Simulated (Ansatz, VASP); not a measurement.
# AlRu: VASP beside Ansatz

```
Al Ru
1.0
     3.00389    0.00000    0.00000
     0.00000    3.00389    0.00000
     0.00000    0.00000    6.00778
Al Ru
2 2
Direct
  0.00000 0.00000 0.98752
  0.00000 0.00000 0.51248
  0.47303 0.50000 0.25000
  0.52697 0.50000 0.75000
```

Change from the starting cell: mode 4 frozen in at -0.081 Å and mode 12 at -0.075 Å (largest displacements).

Alike in both runs: task single point; functional PBE; k mesh 14 × 14 × 8; occupations gaussian, width 0.15 eV; no spin polarisation.

```csv
,VASP,Ansatz
version,VASP 6.6.1,Ansatz 0.2.0
potentials or method,"VASP PAW PBE potentials, release 64 (Al, Ru_pv), cutoff 520 eV","scalar-relativistic, plane waves, PAW"
valence electrons in the cell,34,38
```

```tsv
	VASP	Ansatz	Ansatz less VASP
gap on the k mesh at the Fermi level (eV)	none	none	-
pressure (GPa)	1.1	1.1	-0.02
traceless stress, the component that is largest in VASP (GPa)	-0.24	-0.24	+0.003
rms of the force components (eV/Å)	0.458	0.455	-0.0021
```

Atom by atom the forces differ by 0.002 eV/Å (rms over components). A gap of «none» marks a metal or a gap that the smearing closes. The functional is the same, so the differences come from potentials, cutoffs and numerics. VASP's potentials hold 34 valence electrons a cell and Ansatz's 38, so a difference there can come from the potentials and not from the codes.
